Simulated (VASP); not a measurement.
## Al2O3: single point with PBE

Al2O3:

```
Al O
1.0
     6.86482    0.00000    0.00000
     0.00000    4.69889    0.00000
     0.00000    0.00000    4.83659
Al O
8 12
Direct
  0.38914 0.25249 0.03338
  0.61086 0.25249 0.46662
  0.11086 0.24751 0.53338
  0.88914 0.24751 0.96662
  0.61086 0.74751 0.96662
  0.38914 0.74751 0.53338
  0.88914 0.75249 0.46662
  0.11086 0.75249 0.03338
  0.65440 0.10722 0.10280
  0.34560 0.10722 0.39720
  0.84560 0.39278 0.60280
  0.15440 0.39278 0.89720
  0.34560 0.89278 0.89720
  0.65440 0.89278 0.60280
  0.15440 0.60722 0.39720
  0.84560 0.60722 0.10280
  0.00000 0.05207 0.25000
  0.50000 0.44793 0.75000
  0.00000 0.94793 0.75000
  0.50000 0.55207 0.25000
```

```
Program             : VASP 6.6.1
Task                : single point
Functional          : PBE
Potentials or basis : VASP PAW PBE potentials, release 64 (Al, O)
Cutoff              : 520 eV
k mesh              : 4 × 6 × 6
Occupations         : gaussian, width 0.02 eV
Spin                : no spin polarisation
```

```
Pressure               : 26.2 GPa
Largest force          : 0.009 eV/Å
Band gap on the k mesh : 6.42 eV
```

Forces on the atoms (eV/Å):
```
Al  -0.004 -0.003  0.004
Al   0.004 -0.003 -0.004
Al   0.004  0.003  0.004
Al  -0.004  0.003 -0.004
Al   0.004  0.003 -0.004
Al  -0.004  0.003  0.004
Al  -0.004 -0.003 -0.004
Al   0.004 -0.003  0.004
O    0.001  0.009  0.000
O   -0.001  0.009  0.000
O   -0.001 -0.009  0.000
O    0.001 -0.009  0.000
O   -0.001 -0.009  0.000
O    0.001 -0.009  0.000
O    0.001  0.009  0.000
O   -0.001  0.009  0.000
O    0.000 -0.009  0.000
O    0.000  0.009  0.000
O    0.000  0.009  0.000
O    0.000 -0.009  0.000
```

Levels at points of the mesh, in eV from the valence-band top:
```csv
k point,band 45,band 46,band 47,band 48,band 49,band 50,band 51,band 52
"(0.00, 0.00, 0.00)",-0.62,-0.22,-0.18,0.00,6.42,8.76,9.40,9.48
"(0.50, 0.00, 0.00)",-0.36,-0.36,-0.17,-0.17,7.88,7.88,10.00,10.00
"(0.00, 0.50, 0.00)",-0.54,-0.54,-0.19,-0.19,8.83,8.83,9.04,9.04
"(0.50, 0.50, 0.00)",-0.35,-0.35,-0.32,-0.32,9.21,9.21,9.36,9.36
"(0.00, 0.00, 0.50)",-0.38,-0.38,-0.15,-0.15,8.94,8.94,9.18,9.18
"(0.50, 0.00, 0.50)",-0.41,-0.41,-0.41,-0.41,9.27,9.27,9.27,9.27
"(0.00, 0.50, 0.50)",-0.35,-0.35,-0.35,-0.35,9.65,9.65,9.65,9.65
"(0.50, 0.50, 0.50)",-0.62,-0.62,-0.62,-0.62,9.32,9.32,9.32,9.32
```

It took 7.9 min on 1 thread of Intel(R) Xeon(R) Platinum 8488C (Sapphire Rapids), on a shared host, peak memory 0.41 GiB.

Caveat: the cell stands under pressure. A k mesh can miss the band edges.
